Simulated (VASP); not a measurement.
Input of a VASP 6.6.1 run:

The input INCAR:

```
SYSTEM = Cs
ALGO = Normal
EDIFF = 1E-7
ENCUT = 520
GGA = RE
ISIF = 2
ISMEAR = -1
LASPH = .True.
LCHARG = .False.
LREAL = .False.
LWAVE = .False.
NBANDS = 10
NELM = 80
PREC = Accurate
SIGMA = 0.1
```

Contents of KPOINTS:

```
k-points
0
Gamma
  12 12 12
  0 0 0
```

File POSCAR:

```
Cs
1.0
   -3.1385205483      3.1385205483      3.1385205483
    3.1385205483     -3.1385205483      3.1385205483
    3.1385205483      3.1385205483     -3.1385205483
Cs
1
Direct
    0.0000000000      0.0000000000      0.0000000000
```

Potentials or basis: VASP PAW PBE potentials, release 64 (Cs_sv).

Command:

```console
$ cat potpaw_PBE.64/Cs_sv/POTCAR > POTCAR
$ mpirun -np 1 vasp_std > vasp.out
```

Problem. What does it give for the pressure?

Solution. 0.1 GPa.

Problem. What does it give for the band gap on the k mesh?

Solution. Zero (an odd number of electrons rules out a gap without spin polarisation).

Caveat: the PAW data sets were made with another functional, which shifts forces and pressure a little; spin-orbit coupling is left out, which moves the levels of the heavy elements.
